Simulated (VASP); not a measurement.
# BN (Cm) in VASP: notebook, part 2 of 2

VASP 6.6.1. The steps go on from the part before.

**3. Single point, PBE (atom 1 (B) moved by (-0.225, -0.225) A along y and z)**

Contents of INCAR:

```
SYSTEM = BN
PREC = Accurate
ENCUT = 520
EDIFF = 1E-6
ISMEAR = 0
SIGMA = 0.05
LREAL = .FALSE.
LASPH = .TRUE.
NELM = 60
ALGO = Normal
ISIF = 2
LWAVE = .FALSE.
LCHARG = .TRUE.
GGA = PE
LELF = .TRUE.
LVHAR = .TRUE.
NBANDS = 16
```

Contents of KPOINTS:

```
regular mesh
0
G
  12 12 6
  0 0 0
```

Contents of POSCAR:

```
BN
1.0
    2.5539396017      0.0000000000      0.0000000000
   -1.2769698009      2.2117765748      0.0000000000
    0.0000000000      0.0000000000      4.2268550000
B N
2 2
Direct
    0.6158025779      0.2316051558      0.9464929334
    0.3333333333      0.6666666667      0.4997240000
    0.6666666667      0.3333333333      0.6252760000
    0.3333333333      0.6666666667      0.1252760000
```

Potentials or basis: VASP PAW PBE potentials, release 64 (B, N).

The run is started by

```bash
cat potpaw_PBE.64/B/POTCAR potpaw_PBE.64/N/POTCAR > POTCAR
mpirun -np 1 vasp_std > vasp.out
```

OUTCAR:

```text
SYSTEM = BN
   PREC = Accurate
   ENCUT = 520
   EDIFF = 1E-6
   ISMEAR = 0
   LREAL = .FALSE.
   LASPH = .TRUE.
   NELM = 60
   ISIF = 2
   GGA = PE

 ion  position               nearest neighbor table
   1  0.616  0.232  0.946-   3 1.38   4 1.46   4 1.77   4 1.77
   2  0.333  0.667  0.500-   3 1.57   3 1.57   3 1.57   4 1.58
   3  0.667  0.333  0.625-   1 1.38   2 1.57   2 1.57   2 1.57
   4  0.333  0.667  0.125-   1 1.46   2 1.58   1 1.77   1 1.77

  LATTYP: Found a hexagonal cell.
 ALAT       =     2.5539396017
 C/A-ratio  =     1.6550332659

  Lattice vectors:

 A1 = (   2.5539396017,   0.0000000000,   0.0000000000)
 A2 = (  -1.2769698009,   2.2117765748,   0.0000000000)
 A3 = (   0.0000000000,   0.0000000000,   4.2268550000)

Analysis of symmetry for initial positions (statically):
=====================================================================
 Subroutine PRICEL returns:
 Original cell was already a primitive cell.

 Routine SETGRP: Setting up the symmetry group for a
 hexagonal supercell.

 Subroutine GETGRP returns: Found  2 space group operations
[... 164 lines left out ...]
  ---------------------------------------------------
  free energy    TOTEN  =       -33.35038284 eV

  energy without entropy =      -33.35038284  energy(sigma->0) =      -33.35038284

 E-fermi :   9.5379     XC(G=0): -12.7645

 val. band max:        9.3390709696   @ k =   0.0000   0.0000   0.0000
 cond. band min:      11.2732697087   @ k =   0.3333   0.3333   0.0000
 fundamental gap:      1.9341987391
 Fermi energy:         9.5378845292

 k-point     1 :       0.0000    0.0000    0.0000
  band No.  band energies     occupation
      1     -13.3295      2.00000
      2      -8.5793      2.00000
      3      -3.7482      2.00000
      4       4.5988      2.00000
      5       4.9737      2.00000
      6       5.5080      2.00000
[... 433 lines left out ...]
      3      -1.8734      2.00000
      4      -0.9180      2.00000
      5       1.6469      2.00000
      6       2.6163      2.00000
[... 8 lines left out ...]
     15      23.4919      0.00000
     16      24.9425      0.00000

 [... further k-points ...]
[... 5 lines left out ...]
  --------------------------------------------------------------------------------------
  -------------------------------------------------------------------------------------
  Total        1.6731295      1.6958589      3.0463069     -0.0000000     -0.9088473      0.0000000
  in kB      112.2718582    113.7970680    204.4160589     -0.0000000    -60.9863016      0.0000000
  external PRESSURE =     143.4949950 kB  Pullay stress =       0.0000000 kB

 VOLUME and BASIS-vectors are now :
 -----------------------------------------------------------------------------
  energy-cutoff  :      520.00
  volume of cell :       23.88
      direct lattice vectors                 reciprocal lattice vectors
     2.553939602  0.000000000  0.000000000     0.391551938  0.226062617  0.000000000
    -1.276969801  2.211776575  0.000000000     0.000000000  0.452125233  0.000000000
     0.000000000  0.000000000  4.226855000     0.000000000  0.000000000  0.236582518

 POSITION                                       TOTAL-FORCE (eV/Angst)
 -----------------------------------------------------------------------------------
      1.27697      0.51226      4.00069        -0.000000      3.624547      9.247238
     -0.00000      1.47452      2.11226         0.000000     -0.076226     -2.817730
      1.27697      0.73726      2.64295         0.000000     -0.613136     -4.330373
     -0.00000      1.47452      0.52952         0.000000     -2.935185     -2.099136
 -----------------------------------------------------------------------------------
    total drift:                               -0.000000      0.000090     -0.000220

  FREE ENERGIE OF THE ION-ELECTRON SYSTEM (eV)
  ---------------------------------------------------
  free  energy   TOTEN  =       -33.3503828368 eV

  energy  without entropy=      -33.3503828368  energy(sigma->0) =      -33.35038284
```

OSZICAR:

```text
N       E                     dE             d eps       ncg     rms          rms(c)
DAV:   1     0.385232284574E+02    0.38523E+02   -0.83594E+03  7792   0.972E+02
DAV:   2    -0.333725332040E+02   -0.71896E+02   -0.67073E+02 10880   0.231E+02
DAV:   3    -0.355735893157E+02   -0.22011E+01   -0.21959E+01  8976   0.373E+01
DAV:   4    -0.355791791070E+02   -0.55898E-02   -0.55894E-02  9736   0.212E+00
DAV:   5    -0.355791970686E+02   -0.17962E-04   -0.17961E-04  8848   0.111E-01    0.100E+01
DAV:   6    -0.335270148422E+02    0.20522E+01   -0.26395E+00 10320   0.148E+01    0.464E+00
DAV:   7    -0.333830023926E+02    0.14401E+00   -0.36946E-01 10456   0.508E+00    0.286E+00
DAV:   8    -0.333497821628E+02    0.33220E-01   -0.52359E-02  9928   0.195E+00    0.373E-01
DAV:   9    -0.333502082851E+02   -0.42612E-03   -0.28654E-03  9176   0.530E-01    0.144E-01
DAV:  10    -0.333503617336E+02   -0.15345E-03   -0.47441E-04  9968   0.186E-01    0.287E-02
DAV:  11    -0.333503757387E+02   -0.14005E-04   -0.31792E-05 10048   0.574E-02    0.131E-02
DAV:  12    -0.333503823789E+02   -0.66402E-05   -0.71840E-06  8768   0.244E-02    0.736E-03
DAV:  13    -0.333503828368E+02   -0.45786E-06   -0.59931E-07  5952   0.773E-03
   1 F= -.33350383E+02 E0= -.33350383E+02  d E =-.443984E-11
```

stdout:

```text
POSCAR found type information on POSCAR B N
 POSCAR found :  2 types and       4 ions
 scaLAPACK will be used
 LDA part: xc-table for (Slater+PW92), standard interpolation
 POSCAR, INCAR and KPOINTS ok, starting setup
 FFT: planning ... GRIDC
 FFT: planning ... GRID_SOFT
 FFT: planning ... GRID
 WAVECAR not read
 entering main loop
```

Wall time 29 s (1 thread of AMD EPYC 9R45 (Zen 5), shared host); peak memory 0.15 GiB.

Results:

| Item | Value |
| --- | --- |
| Free energy | -33.3504 eV |
| Pressure | 14.3 GPa |
| Largest force | 9.932 eV/Å |
| Band gap on the k mesh | 1.93 eV, indirect (least direct gap 5.52 eV) |

Forces on the atoms (eV/Å):
```
B    0.000  3.625  9.247
B    0.000 -0.076 -2.818
N    0.000 -0.613 -4.330
N    0.000 -2.935 -2.099
```

Levels at points of the mesh, in eV from the valence-band top:
```
           k point  band 6  band 7  band 8  band 9  band 10  band 11
(0.00, 0.00, 0.00)   -3.83   -1.28    0.00    5.52     5.85     7.01
(0.50, 0.00, 0.00)   -7.22   -6.91   -2.69    3.48     4.83     7.26
(0.00, 0.50, 0.00)   -7.15   -7.10   -2.33    4.73     5.78     6.92
(0.00, 0.00, 0.50)   -4.21   -2.26   -0.32    5.81     6.04     7.29
(0.50, 0.00, 0.50)   -6.66   -5.20   -3.48    3.76     4.12     6.65
(0.00, 0.50, 0.50)   -6.67   -5.35   -3.38    3.44     4.81     8.26
```

Caveat: the cell differs from its parent crystal (atom 1 (B) moved by (-0.225, -0.225) A along y and z); forces of over 1 eV/Å act on the atoms, so gaps and moduli don't describe the material at rest.
